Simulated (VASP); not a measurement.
Crystal: Bi.

```
Bi
1.0
     4.45408   -2.49440    0.00000
     4.45408    2.49440    0.00000
    -0.13723    0.00000    4.16295
Bi
3
Cartesian
  5.9293 0.0000 2.8100
  2.8416 0.0000 1.3530
  0.0000 0.0000 0.0000
```

```yaml
Program: VASP 6.6.1
Task: relaxation of cell and atoms
Functional: PBE
Potentials_or_basis: VASP PAW PBE potentials, release 64 (Bi_d)
Cutoff: 600 eV
k_mesh: 4 × 4 × 4
Occupations: gaussian, width 0.1 eV
Spin: no spin polarisation
```

At the start: pressure 5.0 GPa; volume 30.83 Å³/atom.

Problem. How do energy, volume and symmetry change on relaxing?

Solution. Over 14 steps the energy falls by 182.2 meV/atom and the volume is 35.09 Å³/atom (+13.8 %); space group C2/m (No. 12, to 0.1 Å) before, R-3m (No. 166, to 0.1 Å).

The path:
```csv
step,energy change (eV),largest force (eV/Å),pressure (GPa),volume (Å³)
1,0.0000,0.4004,4.96,92.50
2,-0.1423,0.1498,-1.82,105.85
3,-0.1582,0.2041,-0.40,102.40
4,-0.2230,0.1919,-0.52,103.18
5,-0.3941,0.1123,-0.56,104.91
6,-0.4561,0.1565,0.08,105.84
7,-0.5000,0.0739,-0.28,105.88
8,-0.4965,0.0385,-0.46,105.67
9,-0.5041,0.0562,-0.38,105.81
10,-0.5430,0.1227,-0.12,105.38
11,-0.5431,0.1265,-0.11,105.36
12,-0.5449,0.0853,0.04,105.00
13,-0.5458,0.0329,0.24,104.52
14,-0.5465,0.0117,-0.11,105.26
```

Final structure:
```cif
data_structure
_symmetry_space_group_name_H-M 'P 1'
_symmetry_Int_Tables_number 1
_cell_length_a 4.7495
_cell_length_b 4.7495
_cell_length_c 5.3901
_cell_angle_alpha 90.039
_cell_angle_beta 90.039
_cell_angle_gamma 59.962
_cell_volume 105.26
loop_
_atom_site_label
_atom_site_type_symbol
_atom_site_fract_x
_atom_site_fract_y
_atom_site_fract_z
_atom_site_occupancy
Bi1 Bi 0.66679 0.66679 0.66689 1
Bi2 Bi 0.33321 0.33321 0.33311 1
Bi3 Bi 0.00000 0.00000 0.00000 1
```

Caveat: the k points lie up to 0.38 Å⁻¹ apart in the final cell, too coarse for converged energies and pressures of a metal; a cell axis changed by over 15 % at a fixed basis, so the end point is rough.
